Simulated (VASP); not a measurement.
# Bi2Te2Pb2S3 (P-3m1) in VASP: single point with PBE

Aim: the single point of Bi2Te2Pb2S3 with PBE.

Everything below comes from runs of VASP 6.6.1. Logs are shortened: lines on timing, memory, paths and dates and some standing lists are left out, and cuts for length are marked.

## 1. The cell of the first run

It takes space group P-3m1 (No. 164, trigonal). The conventional cell has a = 4.258 Å, b = 4.258 Å, c = 16.943 Å, α = 90.00°, β = 90.00°, γ = 120.00°. Bi (site symmetry 3m) has 3 S at 3.02 Å and 3 Te at 3.04 Å within 4.0 Å. Te (site symmetry 3m) has 3 Bi at 3.04 Å and 3 Te at 3.91 Å within 4.0 Å. Pb (site symmetry 3m) has 6 S at 2.99 to 3.00 Å within 3.9 Å. Within 3.9 Å of S (site symmetry 3m) lie 3 Pb at 2.99 Å and 3 Bi at 3.02 Å. S (site symmetry -3m) has 6 Pb at 3.00 Å within 3.9 Å.

## 2. Single point, PBE

INCAR

```
PREC = Accurate ; ENCUT = 520
EDIFF = 1E-6 ; ISMEAR = -1
SIGMA = 0.02 ; LREAL = F
LASPH = T ; NELM = 80
ALGO = Normal ; ISIF = 2
LWAVE = F ; LCHARG = F
GGA = PE ; NBANDS = 54
```

KPOINTS

```
Automatic mesh
0
Gamma
  8 8 2
```

POSCAR

```
Bi2Te2Pb2S3
1.0
    4.2578790273      0.0000000000      0.0000000000
   -2.1289395137      3.6874314039      0.0000000000
    0.0000000000      0.0000000000     16.9431000000
Bi Te Pb S
2 2 2 3
Direct
    0.0000000000      0.0000000000      0.1954054813
    0.0000000000      0.0000000000      0.8045945187
    0.3333333333      0.6666666667      0.9104352520
    0.6666666667      0.3333333333      0.0895647480
    0.3333333333      0.6666666667      0.6009791949
    0.6666666667      0.3333333333      0.3990208051
    0.3333333333      0.6666666667      0.2987993336
    0.6666666667      0.3333333333      0.7012006664
    0.0000000000      0.0000000000      0.5000000000
```

Potentials or basis: VASP PAW PBE potentials, release 64 (Bi_d, Te, Pb_d, S).

Command:

```console
$ cat potpaw_PBE.64/Bi_d/POTCAR potpaw_PBE.64/Te/POTCAR potpaw_PBE.64/Pb_d/POTCAR potpaw_PBE.64/S/POTCAR > POTCAR
$ mpirun -np 1 vasp_std > vasp.out
```

OUTCAR:

```text
PREC = Accurate
   ENCUT = 520
   EDIFF = 1E-6
   ISMEAR = -1
   LREAL = F
   LASPH = T
   NELM = 80
   ISIF = 2
   GGA = PE

 ion  position               nearest neighbor table
   1  0.000  0.000  0.195-   7 3.02   7 3.02   7 3.02   4 3.04   4 3.04   4 3.04
   2  0.000  0.000  0.805-   8 3.02   8 3.02   8 3.02   3 3.04   3 3.04   3 3.04
   3  0.333  0.667  0.910-   2 3.04   2 3.04   2 3.04
   4  0.667  0.333  0.090-   1 3.04   1 3.04   1 3.04
   5  0.333  0.667  0.601-   8 2.99   8 2.99   8 2.99   9 3.00   9 3.00   9 3.00
   6  0.667  0.333  0.399-   7 2.99   7 2.99   7 2.99   9 3.00   9 3.00   9 3.00
   7  0.333  0.667  0.299-   6 2.99   6 2.99   6 2.99   1 3.02   1 3.02   1 3.02
   8  0.667  0.333  0.701-   5 2.99   5 2.99   5 2.99   2 3.02   2 3.02   2 3.02
   9  0.000  0.000  0.500-   5 3.00   6 3.00   6 3.00   5 3.00   6 3.00   5 3.00

  LATTYP: Found a hexagonal cell.
 ALAT       =     4.2578790273
 C/A-ratio  =     3.9792347061

  Lattice vectors:

 A1 = (   4.2578790273,   0.0000000000,   0.0000000000)
 A2 = (  -2.1289395137,   3.6874314039,   0.0000000000)
 A3 = (   0.0000000000,   0.0000000000,  16.9431000000)

Analysis of symmetry for initial positions (statically):
=====================================================================
 Subroutine PRICEL returns:
 Original cell was already a primitive cell.

 Routine SETGRP: Setting up the symmetry group for a
 hexagonal supercell.

 Subroutine GETGRP returns: Found 12 space group operations
 (whereof 12 operations were pure point group operations)
 out of a pool of 24 trial point group operations.

The static configuration has the point symmetry D_3d.

Analysis of symmetry for dynamics (positions and initial velocities):
=====================================================================
 Subroutine PRICEL returns:
 Original cell was already a primitive cell.

 Routine SETGRP: Setting up the symmetry group for a
 hexagonal supercell.

 Subroutine GETGRP returns: Found 12 space group operations
 (whereof 12 operations were pure point group operations)
 out of a pool of 24 trial point group operations.

The dynamic configuration has the point symmetry D_3d.

 Subroutine INISYM returns: Found 12 space group operations
 (whereof 12 operations are pure point group operations),
 and found     1 'primitive' translations
[... 99 lines left out ...]
   LNONCOLLINEAR =      F non collinear calculations
   LSORBIT =      F    spin-orbit coupling
   LASPH  =      T    aspherical Exc in radial PAW
   ENCUT  =  520.0 eV  38.22 Ry    6.18 a.u.   7.92  7.92 31.50*2*pi/ulx,y,z
   NELM   =     80;   NELMIN=  2; NELMDL= -5     # of ELM steps
   EDIFF  = 0.1E-05   stopping-criterion for ELM
   LREAL  =      F    real-space projection
[... 7 lines left out ...]
   TEBEG  =    0.0;   TEEND  =   0.0 temperature during run
   PSTRESS=    0.0 pullay stress
   NELECT =      88.0000    total number of electrons
   NUPDOWN=      -1.0000    fix difference up-down
   EMIN   =  10.00;   EMAX   =-10.00  energy-range for DOS
   EFERMI =   0.00;   METHOD = LEGACY
   ISMEAR =    -1;   SIGMA  =   0.02  broadening in eV -4-tet -1-fermi 0-gaus
   EFERMI_NEDOS =   21; number of points for ismear=-14 and -15
   IALGO  =     38    algorithm
   IMIX   =      4    mixing-type and parameters
     AMIX     =   0.40;   BMIX     =  1.00
     AMIX_MAG =   1.60;   BMIX_MAG =  1.00
  volume/ion in A,a.u.               =      29.56       199.46
  Fermi-wavevector in a.u.,A,eV,Ry     =   1.132224  2.139593 17.441731  1.281931
  Thomas-Fermi vector in A             =   2.268925
   LORBIT       =      0    0 simple, 1 ext, 2 COOP (PROOUT), +10 PAW based schemes
   GGA     = PE    functional components
   LHFCALC =     F    Hartree Fock is set to
   AEXX    =    0.0000 exact exchange contribution
   IVDW    =     0    specifies the selected vdW correction
   LEPSILON=     F    determine dielectric tensor
   LRPA    =     F    only Hartree local field effects (RPA)
 non-spin polarized calculation
  energy-cutoff  :      520.00
  volume of cell :      266.02
 maximum number of plane-waves:      7202
 NGX is ok and might be reduce to    32
   NGX = 15   NGY = 15   NGZ = 63

 number of electron      87.9999982 magnetization

 Free energy of the ion-electron system (eV)
  ---------------------------------------------------
  ext. energy  EPLUGINS =         0.00000000
  ---------------------------------------------------
  free energy    TOTEN  =       -37.13643577 eV

  energy without entropy =      -37.13643525  energy(sigma->0) =      -37.13643551

 E-fermi :   5.7544     XC(G=0):  -9.4020

 val. band max:        5.5658710930   @ k =   0.0000   0.0000   0.0000
 cond. band min:       5.9428415300   @ k =   0.0000   0.0000   0.0000
 fundamental gap:      0.3769704370
 Fermi energy:         5.7543570901

 k-point     1 :       0.0000    0.0000    0.0000
  band No.  band energies     occupation
      1     -17.4493      2.00000
      2     -17.4493      2.00000
      3     -17.4493      2.00000
      4     -17.4493      2.00000
      5     -17.4408      2.00000
      6     -17.4408      2.00000
[... 1129 lines left out ...]
     53       9.7232      0.00000
     54       9.9236      0.00000

------------------------ aborting loop because EDIFF is reached ----------------------------------------

  FORCE on cell =-STRESS in cart. coord.  units (eV):
  Direction    XX          YY          ZZ          XY          YZ          ZX
  --------------------------------------------------------------------------------------
  -------------------------------------------------------------------------------------
  Total        1.4727226      1.4727226      1.7105457     -0.0000000      0.0000000      0.0000000
  in kB        8.8699544      8.8699544     10.3023219     -0.0000000      0.0000000      0.0000000
  external PRESSURE =       9.3474102 kB  Pullay stress =       0.0000000 kB

 VOLUME and BASIS-vectors are now :
 -----------------------------------------------------------------------------
  energy-cutoff  :      520.00
  volume of cell :      266.02
      direct lattice vectors                 reciprocal lattice vectors
     4.257879027  0.000000000  0.000000000     0.234858716  0.135595743  0.000000000
    -2.128939514  3.687431404  0.000000000     0.000000000  0.271191485  0.000000000
     0.000000000  0.000000000 16.943100000     0.000000000  0.000000000  0.059021076

 POSITION                                       TOTAL-FORCE (eV/Angst)
 -----------------------------------------------------------------------------------
      0.00000      0.00000      3.31077        -0.000000      0.000000      0.011618
      0.00000      0.00000     13.63233         0.000000      0.000000     -0.011618
     -0.00000      2.45829     15.42560        -0.000000     -0.000000      0.012490
      2.12894      1.22914      1.51750         0.000000      0.000000     -0.012490
     -0.00000      2.45829     10.18245         0.000000     -0.000000     -0.000449
      2.12894      1.22914      6.76065        -0.000000      0.000000      0.000449
     -0.00000      2.45829      5.06259         0.000000     -0.000000      0.000862
      2.12894      1.22914     11.88051         0.000000      0.000000     -0.000862
      0.00000      0.00000      8.47155         0.000000      0.000000      0.000000
 -----------------------------------------------------------------------------------
    total drift:                                0.000000      0.000000      0.000000

  FREE ENERGIE OF THE ION-ELECTRON SYSTEM (eV)
  ---------------------------------------------------
  free  energy   TOTEN  =       -37.1364357712 eV

  energy  without entropy=      -37.1364352452  energy(sigma->0) =      -37.13643551
```

stdout:

```text
POSCAR found type information on POSCAR BiTePbS
 POSCAR found :  4 types and       9 ions
 scaLAPACK will be used
 LDA part: xc-table for (Slater+PW92), standard interpolation
 POSCAR, INCAR and KPOINTS ok, starting setup
 FFT: planning ... GRIDC
 FFT: planning ... GRID_SOFT
 FFT: planning ... GRID
 WAVECAR not read
 entering main loop
```

It took 2.9 min on 1 thread of Intel Xeon 6975P-C (Granite Rapids), shared host; peak memory 0.52 GiB.

Results:

| Quantity | Value |
| --- | --- |
| Free energy | -37.1364 eV |
| Pressure | 0.9 GPa |
| Largest force | 0.012 eV/Å |
| Band gap on the k mesh | 0.38 eV |

Forces in eV/Å, atoms in the order of the input:
```
Bi   0.000  0.000  0.012
Bi   0.000  0.000 -0.012
Te   0.000  0.000  0.012
Te   0.000  0.000 -0.012
Pb   0.000  0.000  0.000
Pb   0.000  0.000  0.000
S    0.000  0.000  0.001
S    0.000  0.000 -0.001
S    0.000  0.000  0.000
```

Levels at points of the mesh, in eV from the valence-band top:
```tsv
k point	band 41	band 42	band 43	band 44	band 45	band 46	band 47	band 48
(0.00, 0.00, 0.00)	-0.86	-0.80	-0.80	0.00	0.38	1.29	1.48	1.48
(0.50, 0.00, 0.00)	-1.49	-1.43	-1.16	-0.62	1.13	1.68	1.86	2.27
(0.00, 0.00, 0.50)	-0.82	-0.82	-0.58	-0.32	0.75	1.02	1.61	1.61
(0.50, 0.00, 0.50)	-1.68	-1.47	-1.22	-0.47	0.85	1.91	2.01	2.33
```

Caveat: spin-orbit coupling is left out, which moves the levels of the heavy elements; this functional lacks dispersion, which binds layers or chains, so the pressure and a relaxed spacing across them are unreliable.
